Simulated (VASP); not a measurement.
Write the native input for VASP 6.6.1 that does the following.

* Task: G0W0 quasiparticle levels
* Functional: PBE
* Potentials or basis: VASP PAW PBE potentials, release 64 (Al_GW, N_GW)
* Cutoff: 500 eV
* k mesh: 6 × 6 × 6
* Occupations: gaussian, width 0.01 eV
* Spin: no spin polarisation
* Dipole correction: no
* GW scheme: G0W0
* GW iterations: 1
* Cutoff of the response function: 150
* Frequency points: 48
* Empty bands: 68
* Further INCAR settings: ALGO = EVGW0; EDIFF = 1e-08; NBANDS = 72

Crystal: AlN.

```
Al N
1.0
     0.00000    2.01887    2.01887
     2.01887    0.00000    2.01887
     2.01887    2.01887    0.00000
Al N
1 1
Direct
  0.00000 0.00000 0.00000
  0.50000 0.50000 0.50000
```

One way to write it, as run:

POSCAR

```
AlN
1.0
    0.0000000000      2.0188684697      2.0188684697
    2.0188684697      0.0000000000      2.0188684697
    2.0188684697      2.0188684697      0.0000000000
Al N
1 1
Direct
    0.0000000000      0.0000000000      0.0000000000
    0.5000000000      0.5000000000      0.5000000000
```

INCAR.step1

```
SYSTEM = AlN
PREC = Accurate ; ENCUT = 500
EDIFF = 1E-8 ; ISMEAR = 0
SIGMA = 0.01 ; LREAL = .FALSE.
LASPH = .TRUE. ; NELM = 80
ALGO = Normal ; LWAVE = .TRUE.
LCHARG = .FALSE. ; GGA = PE
```

INCAR.step2

```
SYSTEM = AlN
PREC = Accurate ; ENCUT = 500
EDIFF = 1E-8 ; ISMEAR = 0
SIGMA = 0.01 ; LREAL = .FALSE.
LASPH = .TRUE. ; NELM = 1
ALGO = Exact ; LWAVE = .TRUE.
LCHARG = .FALSE. ; GGA = PE
NBANDS = 72 ; LOPTICS = .TRUE.
ISTART = 1
```

INCAR.step3

```
SYSTEM = AlN
PREC = Accurate ; ENCUT = 500
EDIFF = 1E-8 ; ISMEAR = 0
SIGMA = 0.01 ; LREAL = .FALSE.
LASPH = .TRUE. ; ALGO = EVGW0
LWAVE = .FALSE. ; LCHARG = .FALSE.
GGA = PE ; NELMGW = 1
NBANDS = 72 ; ENCUTGW = 150.0
NOMEGA = 48 ; PRECFOCK = Fast
ISTART = 1 ; NBANDSGW = 12
```

KPOINTS

```
regular mesh
0
G
  6 6 6
  0 0 0
```

Potentials or basis: VASP PAW PBE potentials, release 64 (Al_GW, N_GW).

Run with:

```bash
$ cat potpaw_PBE.64/Al_GW/POTCAR potpaw_PBE.64/N_GW/POTCAR > POTCAR
$ cp INCAR.step1 INCAR
$ mpirun -np 1 vasp_std > vasp.out
$ cp INCAR.step2 INCAR
$ mpirun -np 1 vasp_std > vasp.out
$ cp INCAR.step3 INCAR
$ mpirun -np 1 vasp_std > vasp.out
```

It gave:

| Quantity | Value |
| --- | --- |
| Quasiparticle gap | 6.24 eV |
| Least direct quasiparticle gap | 7.51 eV |
| Band gap of the starting levels on the mesh | 4.65 eV |
| Least direct gap of the starting levels on the mesh | 5.74 eV |

Caveat: the k points lie up to 0.45 Å⁻¹ apart; bands, screening cutoff and mesh are small and nothing is extrapolated, so the quasiparticle values aren't converged; the structure was generated, so it needn't be the stable form of AlN.

Wall time 4.8 min on 1 thread of AMD EPYC 7R43 64-Core Processor (Zen 3) (shared host), peak memory 0.27 GiB.
